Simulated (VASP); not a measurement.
# Pb (Pm-3m) in VASP: single point with PBEsol

Aim: the single point of Pb with PBEsol.

Program: VASP 6.6.1. These are calculated values, not measurements. Logs are shortened: lines on timing, memory, paths and dates and some standing lists are left out, and cuts for length are marked.

## 1. The cell of the first run

It takes space group Pm-3m (No. 221, cubic). Conventional cell: a = 4.348 Å, b = 4.348 Å, c = 4.348 Å, α = 90.00°, β = 90.00°, γ = 90.00°. Within 5.7 Å of Pb (site symmetry m-3m) lie 6 Pb at 4.35 Å.

## 2. Single point, PBEsol

INCAR reads:

```
SYSTEM = Pb
  PREC = Accurate
  ENCUT = 500
  EDIFF = 1E-6
  ISMEAR = 1
  SIGMA = 0.05
  LREAL = .False.
  LASPH = .True.
  NELM = 120
  ALGO = Normal
  ISIF = 2
  LWAVE = .False.
  LCHARG = .False.
  GGA = PS
  NBANDS = 13
  GGA_COMPAT = .False.
```

KPOINTS reads:

```
regular mesh
0
Gamma
  5 5 5
  0 0 0
```

POSCAR reads:

```
Pb
1.0
    4.3480430000      0.0000000000      0.0000000000
    0.0000000000      4.3480430000      0.0000000000
    0.0000000000      0.0000000000      4.3480430000
Pb
1
Direct
    0.0000000000      0.0000000000      0.0000000000
```

Potentials or basis: VASP PAW PBE potentials, release 64 (Pb_d).

Run with:

```
> cat potpaw_PBE.64/Pb_d/POTCAR > POTCAR
> mpirun -np 1 vasp_std > vasp.out
```

OUTCAR:

```text
SYSTEM = Pb
   PREC = Accurate
   ENCUT = 500
   EDIFF = 1E-6
   ISMEAR = 1
   LREAL = .False.
   LASPH = .True.
   NELM = 120
   ISIF = 2
   GGA = PS

 ion  position               nearest neighbor table
   1  0.000  0.000  0.000-

  LATTYP: Found a simple cubic cell.
 ALAT       =     4.3480430000

  Lattice vectors:

 A1 = (   4.3480430000,   0.0000000000,   0.0000000000)
 A2 = (   0.0000000000,   4.3480430000,   0.0000000000)
 A3 = (   0.0000000000,   0.0000000000,   4.3480430000)

Analysis of symmetry for initial positions (statically):
=====================================================================
 Subroutine PRICEL returns:
 Original cell was already a primitive cell.

 Routine SETGRP: Setting up the symmetry group for a
 simple cubic supercell.

 Subroutine GETGRP returns: Found 48 space group operations
 (whereof 48 operations were pure point group operations)
 out of a pool of 48 trial point group operations.

The static configuration has the point symmetry O_h .

Analysis of symmetry for dynamics (positions and initial velocities):
=====================================================================
 Subroutine PRICEL returns:
 Original cell was already a primitive cell.

 Routine SETGRP: Setting up the symmetry group for a
 simple cubic supercell.

 Subroutine GETGRP returns: Found 48 space group operations
 (whereof 48 operations were pure point group operations)
 out of a pool of 48 trial point group operations.

The dynamic configuration has the point symmetry O_h .

 Subroutine INISYM returns: Found 48 space group operations
 (whereof 48 operations are pure point group operations),
 and found     1 'primitive' translations

----------------------------------------------------------------------------------------

                                     Primitive cell

  volume of cell :      82.2018

  direct lattice vectors                    reciprocal lattice vectors
     4.348043000  0.000000000  0.000000000     0.229988526  0.000000000  0.000000000
     0.000000000  4.348043000  0.000000000     0.000000000  0.229988526  0.000000000
     0.000000000  0.000000000  4.348043000     0.000000000  0.000000000  0.229988526

  length of vectors
     4.348043000  4.348043000  4.348043000     0.229988526  0.229988526  0.229988526

  position of ions in fractional coordinates (direct lattice)
[... 68 lines left out ...]
   ISIF   =      2    stress and relaxation
   ISYM   =      2    0-nonsym 1-usesym 2-fastsym
   POTIM  = 0.5000    time-step for ionic-motion
   TEBEG  =    0.0;   TEEND  =   0.0 temperature during run
   PSTRESS=    0.0 pullay stress
   NELECT =      14.0000    total number of electrons
   NUPDOWN=      -1.0000    fix difference up-down
   EMIN   =  10.00;   EMAX   =-10.00  energy-range for DOS
   EFERMI =   0.00;   METHOD = LEGACY
   ISMEAR =     1;   SIGMA  =   0.05  broadening in eV -4-tet -1-fermi 0-gaus
   EFERMI_NEDOS =   21; number of points for ismear=-14 and -15
   IALGO  =     38    algorithm
   IMIX   =      4    mixing-type and parameters
     AMIX     =   0.40;   BMIX     =  1.00
     AMIX_MAG =   1.60;   BMIX_MAG =  1.00
  volume/ion in A,a.u.               =      82.20       554.73
  Fermi-wavevector in a.u.,A,eV,Ry     =   0.907452  1.714836 11.203979  0.823469
  Thomas-Fermi vector in A             =   2.031261
   LORBIT       =      0    0 simple, 1 ext, 2 COOP (PROOUT), +10 PAW based schemes
   GGA     = PS    functional components
   LHFCALC =     F    Hartree Fock is set to
   AEXX    =    0.0000 exact exchange contribution
   IVDW    =     0    specifies the selected vdW correction
   LEPSILON=     F    determine dielectric tensor
   LRPA    =     F    only Hartree local field effects (RPA)
 non-spin polarized calculation
 Methfessel and Paxton  Order N= 1 SIGMA  =   0.05
  energy-cutoff  :      500.00
  volume of cell :       82.20
 maximum number of plane-waves:      2103
 NGX is ok and might be reduce to    32
   NGX = 15   NGY = 15   NGZ = 15

 number of electron      14.0000000 magnetization

 Free energy of the ion-electron system (eV)
  ---------------------------------------------------
  ext. energy  EPLUGINS =         0.00000000
  ---------------------------------------------------
  free energy    TOTEN  =        -2.19006574 eV

  energy without entropy =       -2.19003836  energy(sigma->0) =       -2.19005661

 E-fermi :  -0.1246     XC(G=0):  -6.2837

 val. band max:       -0.1592585638   @ k =   0.4000   0.4000   0.2000
 cond. band min:       0.1029542591   @ k =   0.4000   0.4000   0.4000
 fundamental gap:      0.2622128229
 Fermi energy:        -0.1245693192

 k-point     1 :       0.0000    0.0000    0.0000
  band No.  band energies     occupation
      1     -17.1764      2.00000
      2     -17.1764      2.00000
      3     -17.1487      2.00000
      4     -17.1487      2.00000
      5     -17.1487      2.00000
      6      -8.5430      2.00000
      7       2.0145      0.00000
      8       2.0145      0.00000
      9       2.0145      0.00000
     10       3.3110      0.00000
     11       6.1048      0.00000
     12       6.1048      0.00000
     13      11.7376      0.00000
[... 130 lines left out ...]
  band No.  band energies     occupation
      1     -17.1620      2.00000
      2     -17.1619      2.00000
      3     -17.1619      2.00000
      4     -17.1367      2.00000
      5     -17.1367      2.00000
      6      -7.5597      2.00000
      7       0.1030     -0.00000
      8       0.2152     -0.00000
      9       0.2152     -0.00000
     10       4.8299      0.00000
     11       5.3715      0.00000
     12       5.3715      0.00000
     13       7.4099      0.00000

------------------------ aborting loop because EDIFF is reached ----------------------------------------

  FORCE on cell =-STRESS in cart. coord.  units (eV):
  Direction    XX          YY          ZZ          XY          YZ          ZX
  --------------------------------------------------------------------------------------
  -------------------------------------------------------------------------------------
  Total       -2.3107260     -2.3107260     -2.3107260      0.0000000      0.0000000     -0.0000000
  in kB      -45.0378381    -45.0378381    -45.0378381      0.0000000      0.0000000     -0.0000000
  external PRESSURE =     -45.0378381 kB  Pullay stress =       0.0000000 kB

 VOLUME and BASIS-vectors are now :
 -----------------------------------------------------------------------------
  energy-cutoff  :      500.00
  volume of cell :       82.20
      direct lattice vectors                 reciprocal lattice vectors
     4.348043000  0.000000000  0.000000000     0.229988526  0.000000000  0.000000000
     0.000000000  4.348043000  0.000000000     0.000000000  0.229988526  0.000000000
     0.000000000  0.000000000  4.348043000     0.000000000  0.000000000  0.229988526

 POSITION                                       TOTAL-FORCE (eV/Angst)
 -----------------------------------------------------------------------------------
      0.00000      0.00000      0.00000         0.000000      0.000000      0.000000
 -----------------------------------------------------------------------------------
    total drift:                                0.000000     -0.000000      0.000000

  FREE ENERGIE OF THE ION-ELECTRON SYSTEM (eV)
  ---------------------------------------------------
  free  energy   TOTEN  =        -2.1900657353 eV

  energy  without entropy=       -2.1900383571  energy(sigma->0) =       -2.19005661
```

OSZICAR:

```text
N       E                     dE             d eps       ncg     rms          rms(c)
DAV:   1     0.109291370400E+03    0.10929E+03   -0.62400E+03   260   0.896E+02
DAV:   2     0.490143712428E+01   -0.10439E+03   -0.10265E+03   265   0.262E+02
DAV:   3    -0.198195853012E+01   -0.68834E+01   -0.68591E+01   320   0.776E+01
DAV:   4    -0.218474805584E+01   -0.20279E+00   -0.20276E+00   300   0.177E+01
DAV:   5    -0.219531382299E+01   -0.10566E-01   -0.10566E-01   382   0.344E+00    0.436E-01
DAV:   6    -0.219002681909E+01    0.52870E-02   -0.14098E-02   323   0.134E+00    0.286E-01
DAV:   7    -0.218977798188E+01    0.24884E-03   -0.12904E-02   315   0.112E+00    0.907E-02
DAV:   8    -0.219001591016E+01   -0.23793E-03   -0.13992E-03   334   0.636E-01    0.355E-02
DAV:   9    -0.219002703416E+01   -0.11124E-04   -0.80052E-05   310   0.140E-01    0.161E-02
DAV:  10    -0.219006462399E+01   -0.37590E-04   -0.37459E-05   295   0.355E-02    0.721E-03
DAV:  11    -0.219006592124E+01   -0.12972E-05   -0.13219E-06   290   0.635E-03    0.575E-03
DAV:  12    -0.219006573533E+01    0.18591E-06   -0.32824E-06   305   0.296E-02
   1 F= -.21900657E+01 E0= -.21900566E+01  d E =-.273782E-04
```

Wall time 12 s (1 thread of Intel Xeon 8259CL, shared host); peak memory 0.17 GiB.

What came out:

| Quantity | Value |
| --- | --- |
| Free energy | -2.1901 eV |
| Pressure | -4.5 GPa |
| Band gap on the k mesh | zero (band 7 reaches 2.01 eV, above the bottom of band 8 at -0.35 eV) |

Levels at points of the mesh, in eV from the Fermi level:
```csv
k point,band 4,band 5,band 6,band 7,band 8,band 9
"(0.00, 0.00, 0.00)",-17.02,-17.02,-8.42,2.14,2.14,2.14
```

Caveat: the PAW data sets were made with another functional, which shifts forces and pressure a little; spin-orbit coupling is left out, which moves the levels of the heavy elements.
